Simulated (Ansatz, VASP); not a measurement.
## Two plane-wave programs on ReP

File INCAR:

```
SYSTEM = ReP
PREC = Accurate
ENCUT = 520
EDIFF = 1E-6
ISMEAR = 0
SIGMA = 0.05
LREAL = .FALSE.
LASPH = .TRUE.
NELM = 80
ALGO = Normal
ISIF = 2
LWAVE = .FALSE.
LCHARG = .TRUE.
GGA = PS
LELF = .TRUE.
LVHAR = .TRUE.
NBANDS = 13
```

The input KPOINTS:

```
regular mesh
0
G
  12 12 12
  0 0 0
```

The input POSCAR:

```
ReP
1.0
    0.0000000000      2.4579799456      2.4579799456
    2.4579799456      0.0000000000      2.4579799456
    2.4579799456      2.4579799456      0.0000000000
Re P
1 1
Direct
    0.5000000000      0.5000000000      0.5000000000
    0.0000000000      0.0000000000      0.0000000000
```

Input for Ansatz:

```yaml
crystal:
  lattice:
    - [0.0, 2.4579799456, 2.4579799456]
    - [2.4579799456, 0.0, 2.4579799456]
    - [2.4579799456, 2.4579799456, 0.0]
  atoms:
    - { symbol: Re, position: [0.5, 0.5, 0.5] }
    - { symbol: P, position: [0.0, 0.0, 0.0] }
basis:
  ecutwfc: 420
  ecutrho_ratio: 4
kpoints:
  mp_grid: { grid: [12, 12, 12] }
hamiltonian:
  xc: pbesol
scf:
  occupations: { method: gaussian, width: 0.05 }
output:
  forces: true
  stress: true
  eigenvalues: true
  populations: true
```

Alike in both runs: task single point; functional PBEsol; k mesh 12 × 12 × 12; occupations gaussian, width 0.05 eV; no spin polarisation.

```csv
,VASP,Ansatz
version,VASP 6.6.1,Ansatz 0.2.0
potentials or method,"VASP PAW PBE potentials, release 64 (Re, P), cutoff 520 eV","scalar-relativistic, plane waves, PAW"
valence electrons in the cell,12,20
```

VASP gave:

| Quantity | Value |
| --- | --- |
| gap on the k mesh at the Fermi level (eV) | none |
| pressure (GPa) | -5.3 |

Estimate Ansatz's values.

gap on the k mesh at the Fermi level (eV): none; pressure (GPa): -6.5.

VASP's potentials were made for PBE, not for PBEsol. A gap of «none» marks a metal or a gap that the smearing closes. VASP's potentials hold 12 valence electrons a cell and Ansatz's 20, so a difference there can come from the potentials and not from the codes.

Spin-orbit coupling is off throughout.
